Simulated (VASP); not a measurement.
CsH, 2 atoms in the cell. The structure is cubic, space group Fm-3m (No. 225). The conventional cell has a = 6.886 Å, b = 6.886 Å, c = 6.886 Å, α = 90.00°, β = 90.00°, γ = 90.00°. Within 4.5 Å of Cs (site symmetry m-3m) lie 6 H at 3.44 Å. Within 4.5 Å of H (site symmetry m-3m) lie 6 Cs at 3.44 Å.  This cell differs from its parent crystal: strain +0.080 along x and y, +0.080 along z.

| Quantity | Value |
| --- | --- |
| Program | VASP 6.6.1 |
| Task | single point |
| Functional | LDA |
| Potentials or basis | VASP PAW LDA potentials, release 64 (Cs_sv, H) |
| Cutoff | 520 eV |
| k mesh | 8 × 8 × 8 |
| Occupations | gaussian, width 0.05 eV |
| Spin | no spin polarisation |
| Dipole correction | no |
| Further INCAR settings | ALGO = Normal; EDIFF = 1e-06; NBANDS = 12 |

Potentials or basis: VASP PAW LDA potentials, release 64 (Cs_sv, H).

The run is started by

```sh
$ cat potpaw_LDA.64/Cs_sv/POTCAR potpaw_LDA.64/H/POTCAR > POTCAR
$ mpirun -np 1 vasp_std > vasp.out
```

Hardware: 1 thread of AMD EPYC 9R14 (Zen 4), with other jobs on the host.

How long does it take, and how much memory?

It took 15 s on 1 thread of AMD EPYC 9R14 (Zen 4) (shared host), peak memory 0.15 GiB. Counts: scf iterations 13, k points 29.
